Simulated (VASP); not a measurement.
Bi2Se3: single point with PBE

Bi2Se3:

```
CELL_PARAMETERS angstrom
2.00935 1.16010 9.54533
-2.00935 1.16010 9.54533
0.00000 -2.32020 9.54533
ATOMIC_POSITIONS crystal
Bi 0.40080 0.40080 0.40080
Bi 0.59920 0.59920 0.59920
Se 0.00000 0.00000 0.00000
Se 0.21170 0.21170 0.21170
Se 0.78830 0.78830 0.78830
```

This cell differs from its parent crystal: equal xx and yy strain of -3 %.

```yaml
Program: VASP 6.6.1
Task: single point
Functional: PBE
Potentials_or_basis: VASP PAW PBE potentials, release 64 (Bi_d, Se)
Cutoff: 520 eV
k_mesh: 6 × 6 × 6
Occupations: fermi-dirac, width 0.03 eV
Spin: no spin polarisation
```

The pressure is 7.3 GPa, the largest force is 0.654 eV/Å and the band gap on the k mesh is 0.27 eV.

Forces on the atoms (eV/Å):
```
Bi   0.000  0.000 -0.439
Bi   0.000  0.000  0.439
Se   0.000  0.000  0.000
Se   0.000  0.000 -0.654
Se   0.000  0.000  0.654
```

Stress tensor (GPa, compression positive):
```
7.69 0.00 0.00
0.00 7.69 0.00
0.00 0.00 6.44
```

Levels at points of the mesh, in eV from the valence-band top:
```csv
k point,band 22,band 23,band 24,band 25,band 26,band 27
"(0.00, 0.00, 0.00)",-1.36,-1.36,0.00,0.27,1.40,1.40
"(0.50, 0.00, 0.00)",-2.55,-1.47,-0.70,0.72,1.84,2.81
"(0.50, 0.50, 0.00)",-2.15,-1.87,-1.31,1.09,1.77,2.54
"(0.50, 0.50, 0.50)",-1.52,-1.52,-0.53,0.63,1.71,1.71
```

Wall time 7.3 min on 1 thread of Intel(R) Xeon(R) 6975P-C (Granite Rapids), with other jobs on the host, peak memory 0.92 GiB.

Caveat: the cell differs from its parent crystal (equal xx and yy strain of -3 %); the cell stands under pressure; spin-orbit coupling is left out, which moves the levels of the heavy elements. A k mesh can miss the band edges.
